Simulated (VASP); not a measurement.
# Co (P6_3/mmc) in VASP: vibrations by perturbation theory with PBE

Aim: the vibrations by perturbation theory of Co with PBE.

All numbers are computed with VASP 6.6.1; they aren't measurements. Logs are shortened: lines on timing, memory, paths and dates and some standing lists are left out, and cuts for length are marked.

## 1. The cell of the first run

It takes space group P6_3/mmc (No. 194, hexagonal). The conventional cell has a = 2.494 Å, b = 2.494 Å, c = 4.030 Å, α = 90.00°, β = 90.00°, γ = 120.00°. Within 3.3 Å of Co (site symmetry -6m2) lie 12 Co at 2.48 to 2.49 Å.

## 2. Vibrations by perturbation theory, PBE, collinear spin, ferromagnetic start

INCAR reads:

```
SYSTEM = Co
PREC = Accurate
ENCUT = 520
EDIFF = 1E-8
ISMEAR = 0
SIGMA = 0.05
LREAL = .FALSE.
LASPH = .TRUE.
NELM = 150
ALGO = Normal
ISIF = 2
LWAVE = .FALSE.
LCHARG = .FALSE.
ISPIN = 2
MAGMOM = 1.85 1.85
LORBIT = 11
LMAXMIX = 4
GGA = PE
NBANDS = 20
IBRION = 8
NSW = 1
```

KPOINTS reads:

```
regular mesh
0
G
  20 20 12
  0 0 0
```

POSCAR reads:

```
Co
1.0
    2.4937131673      0.0000000000      0.0000000000
   -1.2468565837      2.1596189527      0.0000000000
    0.0000000000      0.0000000000      4.0300901838
Co
2
Direct
    0.3333333333      0.6666666667      0.2500000000
    0.6666666667      0.3333333333      0.7500000000
```

Potentials or basis: VASP PAW PBE potentials, release 64 (Co).

Run with:

```
cat potpaw_PBE.64/Co/POTCAR > POTCAR
mpirun -np 1 vasp_std > vasp.out
```

OUTCAR:

```text
SYSTEM = Co
   PREC = Accurate
   ENCUT = 520
   EDIFF = 1E-8
   ISMEAR = 0
   LREAL = .FALSE.
   LASPH = .TRUE.
   NELM = 150
   ISIF = 2
   ISPIN = 2
   LORBIT = 11
   GGA = PE
   IBRION = 8
   NSW = 1

 ion  position               nearest neighbor table
   1  0.333  0.667  0.250-   2 2.48   2 2.48   2 2.48   2 2.48   2 2.48   2 2.48
   2  0.667  0.333  0.750-   1 2.48   1 2.48   1 2.48   1 2.48   1 2.48   1 2.48

  LATTYP: Found a hexagonal cell.
 ALAT       =     2.4937131673
 C/A-ratio  =     1.6161001340

  Lattice vectors:

 A1 = (   2.4937131673,   0.0000000000,   0.0000000000)
 A2 = (  -1.2468565837,   2.1596189527,   0.0000000000)
 A3 = (   0.0000000000,   0.0000000000,   4.0300901838)

Analysis of symmetry for initial positions (statically):
=====================================================================
 Subroutine PRICEL returns:
 Original cell was already a primitive cell.

 Routine SETGRP: Setting up the symmetry group for a
 hexagonal supercell.

 Subroutine GETGRP returns: Found 24 space group operations
 (whereof 12 operations were pure point group operations)
 out of a pool of 24 trial point group operations.

The static configuration has the point symmetry D_3d.
 The point group associated with its full space group is D_6h.

Analysis of symmetry for dynamics (positions and initial velocities):
=====================================================================
 Subroutine PRICEL returns:
 Original cell was already a primitive cell.

 Routine SETGRP: Setting up the symmetry group for a
 hexagonal supercell.

 Subroutine GETGRP returns: Found 24 space group operations
 (whereof 12 operations were pure point group operations)
 out of a pool of 24 trial point group operations.

The dynamic configuration has the point symmetry D_3d.
 The point group associated with its full space group is D_6h.

Analysis of structural, dynamic, and magnetic symmetry:
=====================================================================
 Subroutine PRICEL returns:
 Original cell was already a primitive cell.

 Routine SETGRP: Setting up the symmetry group for a
 hexagonal supercell.

 Subroutine GETGRP returns: Found 24 space group operations
 (whereof 12 operations were pure point group operations)
 out of a pool of 24 trial point group operations.

The overall configuration has the point symmetry D_3d.
 The point group associated with its full space group is D_6h.

 Subroutine INISYM returns: Found 24 space group operations
 (whereof 12 operations are pure point group operations),
 and found     1 'primitive' translations

----------------------------------------------------------------------------------------

                                     Primitive cell

  volume of cell :      21.7039

  direct lattice vectors                    reciprocal lattice vectors
     2.493713167  0.000000000  0.000000000     0.401008429  0.231522325  0.000000000
    -1.246856584  2.159618953  0.000000000     0.000000000  0.463044649  0.000000000
     0.000000000  0.000000000  4.030090184     0.000000000  0.000000000  0.248133405

  length of vectors
     2.493713167  2.493713167  4.030090184     0.463044649  0.463044649  0.248133405

  position of ions in fractional coordinates (direct lattice)
     0.333333333  0.666666667  0.250000000
     0.666666667  0.333333333  0.750000000

  ion indices of the primitive-cell ions
   primitive index   ion index
                 1           1
                 2           2

----------------------------------------------------------------------------------------

 KPOINTS: regular mesh

Automatic generation of k-mesh.
[... 131 lines left out ...]
      4       7.6723      1.00000
      5       7.6723      1.00000
      6       7.9844      1.00000
[... 541 lines left out ...]
     19      34.5296      0.00000
     20      35.4993      0.00000

 [... further k-points ...]

 spin component 2

 k-point     1 :       0.0000    0.0000    0.0000
  band No.  band energies     occupation
      1       1.3386      1.00000
      2       6.0677      1.00000
      3       9.2752      1.00000
      4       9.2981      1.00000
      5       9.2981      1.00000
      6       9.6640      1.00000
[... 544 lines left out ...]
 [... further k-points ...]

------------------------ aborting loop because EDIFF is reached ----------------------------------------

  FORCE on cell =-STRESS in cart. coord.  units (eV):
  Direction    XX          YY          ZZ          XY          YZ          ZX
  --------------------------------------------------------------------------------------
  -------------------------------------------------------------------------------------
  Total       -0.0915729     -0.0915729     -0.1168759      0.0000000      0.0000000      0.0000000
  in kB       -6.7598862     -6.7598862     -8.6277428      0.0000000      0.0000000      0.0000000
  external PRESSURE =      -7.3825051 kB  Pullay stress =       0.0000000 kB

 VOLUME and BASIS-vectors are now :
 -----------------------------------------------------------------------------
  energy-cutoff  :      520.00
  volume of cell :       21.70
      direct lattice vectors                 reciprocal lattice vectors
     2.493713167  0.000000000  0.000000000     0.401008429  0.231522325  0.000000000
    -1.246856584  2.159618953  0.000000000     0.000000000  0.463044649  0.000000000
     0.000000000  0.000000000  4.030090184     0.000000000  0.000000000  0.248133405

 POSITION                                       TOTAL-FORCE (eV/Angst)
 -----------------------------------------------------------------------------------
     -0.00000      1.43975      1.00752         0.000000     -0.000000      0.000000
      1.24686      0.71987      3.02257        -0.000000      0.000000      0.000000
 -----------------------------------------------------------------------------------
    total drift:                               -0.000000      0.000000     -0.000000

  FREE ENERGIE OF THE ION-ELECTRON SYSTEM (eV)
  ---------------------------------------------------
  free  energy   TOTEN  =       -14.0729917163 eV

  energy  without entropy=      -14.0706353127  energy(sigma->0) =      -14.07181351

[... ionic steps 2 to 3 ...]

--------------------------------------- Ionic step        4  -------------------------------------------

------------------------ aborting loop because EDIFF is reached ----------------------------------------

[... ionic steps 5 to 5 ...]

--------------------------------------- Ionic step        6  -------------------------------------------

 Free energy of the ion-electron system (eV)
  ---------------------------------------------------
  ---------------------------------------------------
  free energy    TOTEN  =        -0.17702443 eV

  energy without entropy =       -0.17702443

------------------------ aborting loop because EDIFF is reached ----------------------------------------

 INTERNAL STRAIN TENSOR  FOR ION    1  DIRECTION 3   (eV/Angst):
 -----------------------------------------------------------------------------
    -0.02387  0.00000 -0.00000
     0.00000 -0.02387  0.00000
     0.00000  0.00000  0.05382

 INTERNAL STRAIN TENSOR FOR ION    2 for displacements in x,y,z  (eV/Angst):
          X           Y           Z          XY          YZ          ZX
  --------------------------------------------------------------------------------
  x    -0.00000     0.00000     0.00000     2.51720     0.00000     0.00000
  y     2.51720    -2.51720    -0.00000     0.00000     0.00000     0.00000
  z    -0.00000     0.00000     0.00000    -0.00000     0.00000     0.00000

 SECOND DERIVATIVES (NOT SYMMETRIZED)
 ------------------------------------
               1X          1Y          1Z          2X          2Y          2Z
  1X    -2.446438    0.000000    0.000000    2.446438   -0.000000    0.000000
  1Y     0.000000   -2.446438    0.000000   -0.000000    2.446438    0.000000
  1Z     0.000000    0.000000   -5.670698    0.000000   -0.000000    5.670698
  2X     2.446438   -0.000000    0.000000   -2.446438    0.000000    0.000000
  2Y    -0.000000    2.446438    0.000000    0.000000   -2.446438    0.000000
  2Z     0.000000   -0.000000    5.670698    0.000000    0.000000   -5.670698

 Eigenvectors and eigenvalues of the dynamical matrix
 ----------------------------------------------------

   1 f  =    6.858114 THz    43.090802 2PiTHz  228.762064 cm-1    28.362868 meV
             X         Y         Z           dx          dy          dz
     -0.000000  1.439746  1.007523     0.000000    0.000000   -0.707107
      1.246857  0.719873  3.022568     0.000000    0.000000    0.707107
[... 11 lines left out ...]
   4 f  =    0.000000 THz     0.000000 2PiTHz    0.000001 cm-1     0.000000 meV
             X         Y         Z           dx          dy          dz
     -0.000000  1.439746  1.007523     0.185861    0.443457   -0.518460
      1.246857  0.719873  3.022568     0.185861    0.443457   -0.518460

   5 f/i=    0.000000 THz     0.000000 2PiTHz    0.000002 cm-1     0.000000 meV
             X         Y         Z           dx          dy          dz
     -0.000000  1.439746  1.007523     0.650330    0.047266    0.273563
      1.246857  0.719873  3.022568     0.650330    0.047266    0.273563

   6 f/i=    0.000000 THz     0.000001 2PiTHz    0.000003 cm-1     0.000000 meV
             X         Y         Z           dx          dy          dz
     -0.000000  1.439746  1.007523    -0.206220    0.548736    0.395426
      1.246857  0.719873  3.022568    -0.206220    0.548736    0.395426

--------------------------------------------------------------------------------------------------------

 ELASTIC MODULI CONTR FROM IONIC RELAXATION (kBar)
 Direction    XX          YY          ZZ          XY          YZ          ZX
 --------------------------------------------------------------------------------
 XX        -191.1940    191.1940      0.0000      0.0000      0.0000      0.0000
 YY         191.1940   -191.1940     -0.0000      0.0000      0.0000      0.0000
 ZZ           0.0000     -0.0000     -0.0000      0.0000      0.0000      0.0000
 XY           0.0000      0.0000      0.0000   -191.1940      0.0000      0.0000
 YZ           0.0000      0.0000      0.0000      0.0000      0.0000      0.0000
 ZX           0.0000      0.0000      0.0000      0.0000      0.0000     -0.0000
 --------------------------------------------------------------------------------

 total charge

# of ion       s       p       d       tot
------------------------------------------
    1        0.488   0.520   7.265   8.273
    2        0.488   0.520   7.265   8.273
--------------------------------------------------
tot          0.976   1.040  14.530  16.546

 magnetization (x)

# of ion       s       p       d       tot
------------------------------------------
    1       -0.015  -0.055   1.688   1.618
    2       -0.015  -0.055   1.688   1.618
--------------------------------------------------
tot         -0.031  -0.110   3.377   3.237
```

It took 62 min on 1 thread of Oxide Virtual Turin-like, shared host; peak memory 1.9 GiB.

Results:

```
Net moment                                            : 3.20 μB per cell
Site moments                                          : Co +1.62 μB
Valence electrons inside the program's atomic spheres : Co 8.27
Highest phonon frequency at Γ                         : 229 cm⁻¹
```

Phonon frequencies in cm⁻¹ (negative: imaginary):
| q point | frequencies |
| --- | --- |
| (0.000, 0.000, 0.000) | 0 0 0 150 150 229 |
